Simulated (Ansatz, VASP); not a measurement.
## CdS in VASP and in Ansatz

The input INCAR:

```
ALGO     = Normal         # electronic algorithm
EDIFF    = 1E-8           # SCF threshold, eV
ENCUT    = 520            # plane-wave cutoff, eV
ISIF     = 2              # what is computed and relaxed
ISMEAR   = -1             # smearing method
LASPH    = T              # aspherical terms in the spheres
LCHARG   = F              # write CHGCAR
LEFG     = T            
LREAL    = F              # projectors in reciprocal space
LWAVE    = F              # write WAVECAR
NBANDS   = 26             # bands
NELM     = 100            # most SCF steps
PREC     = Accurate       # precision mode
SIGMA    = 0.02           # smearing width, eV
```

KPOINTS

```
k-points
0
Gamma
  8 8 4
```

POSCAR

```
CdS
1.0
    4.1070480370      0.0000000000      0.0000000000
   -2.0535240185      3.5568079346      0.0000000000
    0.0000000000      0.0000000000      6.7037033332
Cd S
2 2
Direct
    0.3333333333      0.6666666667      0.0000000000
    0.6666666667      0.3333333333      0.5000000000
    0.3333333333      0.6666666667      0.3850000000
    0.6666666667      0.3333333333      0.8850000000
```

Input for Ansatz:

```yaml
crystal:
  lattice:
    - [4.107048037, 0.0, 0.0]
    - [-2.0535240185, 3.5568079346, 0.0]
    - [0.0, 0.0, 6.7037033332]
  atoms:
    - { symbol: Cd, position: [0.3333333333, 0.6666666667, 0.0] }
    - { symbol: Cd, position: [0.6666666667, 0.3333333333, 0.5] }
    - { symbol: S, position: [0.3333333333, 0.6666666667, 0.385] }
    - { symbol: S, position: [0.6666666667, 0.3333333333, 0.885] }
kpoints:
  mp_grid: { grid: [8, 8, 4] }
scf:
  occupations: { method: fermi_dirac, width: 0.02 }
hamiltonian:
  xc: lda
  pseudopotentials: { kind: paw }
output:
  forces: true
  stress: true
  eigenvalues: true
  efg: { contact_densities: true }
```

Change from the starting cell: volume scaled by 0.98, PAW files.

Alike in both runs: task electric field gradients; functional LDA; k mesh 8 × 8 × 4; occupations fermi-dirac, width 0.02 eV; no spin polarisation.

|  | VASP | Ansatz |
| --- | --- | --- |
| version | VASP 6.6.1 | Ansatz 0.2.0 |
| potentials or method | VASP PAW LDA potentials, release 64 (Cd, S) | PAW with Ansatz's default frozen-core files, scalar-relativistic |
| plane-wave cutoff (eV) | 520 | 420 |
| valence electrons in the cell | 36 | 52 |

Ansatz gave:

```
gap on the k mesh at the Fermi level (eV)                     : 0.99
pressure (GPa)                                                : -1.6
traceless stress, the component that is largest in VASP (GPa) : -1.38
rms of the force components (eV/Å)                            : 0.148
size of Vzz on the site where it differs most (V/Å²)          : 31.6
```

**Question.** What did VASP give for the same quantities?

**Answer.** gap on the k mesh at the Fermi level (eV): 1.02; pressure (GPa): -1.1; traceless stress, the component that is largest in VASP (GPa): -1.46; rms of the force components (eV/Å): 0.155; size of Vzz on the site where it differs most (V/Å²): 36.8.

LDA's correlation is that of Perdew and Zunger in VASP and of Perdew and Wang (1992) in Ansatz. Atom by atom the forces differ by 0.007 eV/Å (rms over components). VASP's potentials hold 36 valence electrons a cell and Ansatz's 52, so a difference there can come from the potentials and not from the codes.
